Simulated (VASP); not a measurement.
# Ge (Imma) in VASP: further runs, part 2 of 2

VASP 6.6.1.

## Step 3: Single point, PBE (atoms displaced along a vibrational mode)

INCAR

```
SYSTEM = Ge
ALGO     = Normal         ! electronic algorithm
EDIFF    = 1E-6           ! SCF threshold, eV
ENCUT    = 520            ! plane-wave cutoff, eV
GGA      = PE             ! functional
ISIF     = 2              ! what is computed and relaxed
ISMEAR   = 0              ! smearing method
LASPH    = .True.         ! aspherical terms in the spheres
LCHARG   = .False.        ! write CHGCAR
LREAL    = .False.        ! projectors in reciprocal space
LWAVE    = .False.        ! write WAVECAR
NBANDS   = 21             ! bands
NELM     = 60             ! most SCF steps
PREC     = Accurate       ! precision mode
SIGMA    = 0.15           ! smearing width, eV
```

KPOINTS

```
k-points
0
Gamma
  18 18 18
  0 0 0
```

POSCAR

```
Ge
1.0
    0.0000000000      2.8805347709      2.8805347709
    2.8805347709      0.0000000000      2.8805347709
    2.8805347709      2.8805347709      0.0000000000
Ge
2
Direct
    0.4783026400      0.5216973600      0.5216973600
    0.7716973600      0.7283026400      0.7283026400
```

Potentials or basis: VASP PAW PBE potentials, release 64 (Ge_d).

Command:

```bash
$ cat potpaw_PBE.64/Ge_d/POTCAR > POTCAR
$ mpirun -np 1 vasp_std > vasp.out
```

OUTCAR:

```text
SYSTEM = Ge
   EDIFF = 1E-6
   ENCUT = 520
   GGA = PE
   ISIF = 2
   ISMEAR = 0
   LASPH = .True.
   LREAL = .False.
   NELM = 60
   PREC = Accurate

 ion  position               nearest neighbor table
   1  0.478  0.522  0.522-   2 2.36   2 2.36   2 2.65   2 2.65
   2  0.772  0.728  0.728-   1 2.36   1 2.36   1 2.65   1 2.65

  LATTYP: Found a face centered cubic cell.
 ALAT       =     5.7610695418

  Lattice vectors:

 A1 = (   0.0000000000,   2.8805347709,   2.8805347709)
 A2 = (   2.8805347709,   0.0000000000,   2.8805347709)
 A3 = (   2.8805347709,   2.8805347709,   0.0000000000)

Analysis of symmetry for initial positions (statically):
=====================================================================
 Subroutine PRICEL returns:
 Original cell was already a primitive cell.

 Routine SETGRP: Setting up the symmetry group for a
 face centered cubic supercell.

 Subroutine GETGRP returns: Found  8 space group operations
 (whereof  4 operations were pure point group operations)
 out of a pool of 48 trial point group operations.

The static configuration has the point symmetry C_2v.
 The point group associated with its full space group is D_2h.

Analysis of symmetry for dynamics (positions and initial velocities):
=====================================================================
 Subroutine PRICEL returns:
 Original cell was already a primitive cell.

 Routine SETGRP: Setting up the symmetry group for a
 face centered cubic supercell.

 Subroutine GETGRP returns: Found  8 space group operations
 (whereof  4 operations were pure point group operations)
 out of a pool of 48 trial point group operations.

The dynamic configuration has the point symmetry C_2v.
 The point group associated with its full space group is D_2h.

 Subroutine INISYM returns: Found  8 space group operations
 (whereof  4 operations are pure point group operations),
 and found     1 'primitive' translations

----------------------------------------------------------------------------------------

                                     Primitive cell

  volume of cell :      47.8024

  direct lattice vectors                    reciprocal lattice vectors
     0.000000000  2.880534771  2.880534771    -0.173578880  0.173578880  0.173578880
     2.880534771  0.000000000  2.880534771     0.173578880 -0.173578880  0.173578880
     2.880534771  2.880534771  0.000000000     0.173578880  0.173578880 -0.173578880

  length of vectors
     4.073691340  4.073691340  4.073691340     0.300647440  0.300647440  0.300647440

  position of ions in fractional coordinates (direct lattice)
     0.478302640  0.521697360  0.521697360
     0.771697360  0.728302640  0.728302640

  ion indices of the primitive-cell ions
   primitive index   ion index
                 1           1
                 2           2

----------------------------------------------------------------------------------------

 KPOINTS: k-points

Automatic generation of k-mesh.
 Grid dimensions read from file:
 generate k-points for:   18   18   18

 Generating k-lattice:

  Cartesian coordinates                     Fractional coordinates (reciprocal lattice)
    -0.009643271  0.009643271  0.009643271     0.055555556  0.000000000  0.000000000
     0.009643271 -0.009643271  0.009643271     0.000000000  0.055555556  0.000000000
     0.009643271  0.009643271 -0.009643271     0.000000000  0.000000000  0.055555556

  Length of vectors
     0.016702636  0.016702636  0.016702636

  Shift w.r.t. Gamma in fractional coordinates (k-lattice)
     0.000000000  0.000000000  0.000000000

 Subroutine IBZKPT returns following result:
 ===========================================

 Found    865 irreducible k-points:

 Following reciprocal coordinates:
            Coordinates               Weight
  0.000000  0.000000  0.000000      1.000000
  0.055556  0.000000  0.000000      4.000000
  0.000000  0.055556  0.000000      4.000000
  0.111111  0.000000  0.000000      4.000000
  0.000000  0.111111  0.000000      4.000000
  0.166667  0.000000  0.000000      4.000000
[... 16 lines left out ...]
  0.000000  0.111111  0.055556      4.000000
  0.055556  0.000000  0.111111      8.000000
 [... further k-points ...]
   k-points           NKPTS =    865   k-points in BZ     NKDIM =    865   number of bands    NBANDS=     21
   number of dos      NEDOS =    301   number of ions     NIONS =      2
   total plane-waves  NPLWV =  27000
   dimension x,y,z NGX =    30 NGY =   30 NGZ =   30
   dimension x,y,z NGXF=    60 NGYF=   60 NGZF=   60
   ions per type =               2
   NGX,Y,Z   is equivalent  to a cutoff of  12.24, 12.24, 12.24 a.u.
   NGXF,Y,Z  is equivalent  to a cutoff of  24.49, 24.49, 24.49 a.u.
 SYSTEM =  Ge
   PREC   = accura    normal or accurate (medium, high low for compatibility)
   ISTART =      0    job   : 0-new  1-cont  2-samecut
   ICHARG =      2    charge: 1-file 2-atom 10-const
   ISPIN  =      1    spin polarized calculation?
   LNONCOLLINEAR =      F non collinear calculations
   LSORBIT =      F    spin-orbit coupling
   LASPH  =      T    aspherical Exc in radial PAW
   ENCUT  =  520.0 eV  38.22 Ry    6.18 a.u.   7.57  7.57  7.57*2*pi/ulx,y,z
   NELM   =     60;   NELMIN=  2; NELMDL= -5     # of ELM steps
   EDIFF  = 0.1E-05   stopping-criterion for ELM
   LREAL  =      F    real-space projection
   EDIFFG = 0.1E-04   stopping-criterion for IOM
   NSW    =      0    number of steps for IOM
   IBRION =     -1    ionic relax: 0-MD 1-quasi-New 2-CG
   NFREE  =      0    steps in history (QN), initial steepest desc. (CG)
   ISIF   =      2    stress and relaxation
   ISYM   =      2    0-nonsym 1-usesym 2-fastsym
   POTIM  = 0.5000    time-step for ionic-motion
   TEBEG  =    0.0;   TEEND  =   0.0 temperature during run
   PSTRESS=    0.0 pullay stress
   NELECT =      28.0000    total number of electrons
   NUPDOWN=      -1.0000    fix difference up-down
   EMIN   =  10.00;   EMAX   =-10.00  energy-range for DOS
   EFERMI =   0.00;   METHOD = LEGACY
   ISMEAR =     0;   SIGMA  =   0.15  broadening in eV -4-tet -1-fermi 0-gaus
   EFERMI_NEDOS =   21; number of points for ismear=-14 and -15
   IALGO  =     38    algorithm
   IMIX   =      4    mixing-type and parameters
     AMIX     =   0.40;   BMIX     =  1.00
     AMIX_MAG =   1.60;   BMIX_MAG =  1.00
  volume/ion in A,a.u.               =      23.90       161.29
  Fermi-wavevector in a.u.,A,eV,Ry     =   1.369760  2.588471 25.527818  1.876242
  Thomas-Fermi vector in A             =   2.495606
   LORBIT       =      0    0 simple, 1 ext, 2 COOP (PROOUT), +10 PAW based schemes
   GGA     = PE    functional components
   LHFCALC =     F    Hartree Fock is set to
   AEXX    =    0.0000 exact exchange contribution
   IVDW    =     0    specifies the selected vdW correction
   LEPSILON=     F    determine dielectric tensor
   LRPA    =     F    only Hartree local field effects (RPA)
 non-spin polarized calculation
 Gauss-broadening in eV      SIGMA  =   0.15
  energy-cutoff  :      520.00
  volume of cell :       47.80
 maximum number of plane-waves:      1307
   NGX = 15   NGY = 15   NGZ = 15

 number of electron      28.0000005 magnetization

 Free energy of the ion-electron system (eV)
  ---------------------------------------------------
  ext. energy  EPLUGINS =         0.00000000
  ---------------------------------------------------
  free energy    TOTEN  =        -8.73240346 eV

  energy without entropy =       -8.72985015  energy(sigma->0) =       -8.73112680

 E-fermi :   4.6753     XC(G=0):  -9.6824

 val. band max:        4.6704691378   @ k =   0.0000   0.2222   0.0000
 cond. band min:       4.6848472521   @ k =   0.0556  -0.0556  -0.0556
 fundamental gap:      0.0143781143
 Fermi energy:         4.6753453000

 k-point     1 :       0.0000    0.0000    0.0000
  band No.  band energies     occupation
      1     -20.3729      2.00000
      2     -20.3704      2.00000
      3     -20.3186      2.00000
      4     -20.2997      2.00000
      5     -20.2901      2.00000
      6     -20.1517      2.00000
[... 13 lines left out ...]
     20      13.7780      0.00000
     21      13.9200      0.00000
[... 529 lines left out ...]
 k-point    24 :       0.0556    0.0000    0.1111
  band No.  band energies     occupation
      1     -20.3780      2.00000
      2     -20.3716      2.00000
      3     -20.3182      2.00000
      4     -20.2943      2.00000
      5     -20.2838      2.00000
      6     -20.1571      2.00000
[... 13 lines left out ...]
     20      12.6219      0.00000
     21      13.8076      0.00000

 [... further k-points ...]

------------------------ aborting loop because EDIFF is reached ----------------------------------------

  FORCE on cell =-STRESS in cart. coord.  units (eV):
  Direction    XX          YY          ZZ          XY          YZ          ZX
  --------------------------------------------------------------------------------------
  -------------------------------------------------------------------------------------
  Total        0.0274606      0.7275768      0.7275768      0.0000000      1.9713694      0.0000000
  in kB        0.9203881     24.3859727     24.3859727      0.0000000     66.0737933      0.0000000
  external PRESSURE =      16.5641112 kB  Pullay stress =       0.0000000 kB

 VOLUME and BASIS-vectors are now :
 -----------------------------------------------------------------------------
  energy-cutoff  :      520.00
  volume of cell :       47.80
      direct lattice vectors                 reciprocal lattice vectors
     0.000000000  2.880534771  2.880534771    -0.173578880  0.173578880  0.173578880
     2.880534771  0.000000000  2.880534771     0.173578880 -0.173578880  0.173578880
     2.880534771  2.880534771  0.000000000     0.173578880  0.173578880 -0.173578880

 POSITION                                       TOTAL-FORCE (eV/Angst)
 -----------------------------------------------------------------------------------
      3.00553      2.88053      2.88053        -2.350367      0.000000      0.000000
      4.19580      4.32080      4.32080         2.350367      0.000000      0.000000
 -----------------------------------------------------------------------------------
    total drift:                               -0.000000     -0.000000     -0.000000

  FREE ENERGIE OF THE ION-ELECTRON SYSTEM (eV)
  ---------------------------------------------------
  free  energy   TOTEN  =        -8.7324034558 eV

  energy  without entropy=       -8.7298501541  energy(sigma->0) =       -8.73112680
```

It took 5.5 min on 1 thread of Intel Xeon 6975P-C (Granite Rapids), shared host; peak memory 0.71 GiB.

Results:

```yaml
Free_energy: -8.7324 eV
Pressure: 1.7 GPa
Largest_force: 2.350 eV/Å
Band_gap_on_the_k_mesh: zero (bands 14 and 15 overlap by 1.15 eV)
```

Forces in eV/Å, atoms in the order of the input:
```
Ge  -2.350  0.000  0.000
Ge   2.350  0.000  0.000
```

Caveat: the cell differs from its parent crystal (atoms displaced along a vibrational mode); forces of over 1 eV/Å act on the atoms, so gaps and moduli don't describe the material at rest.
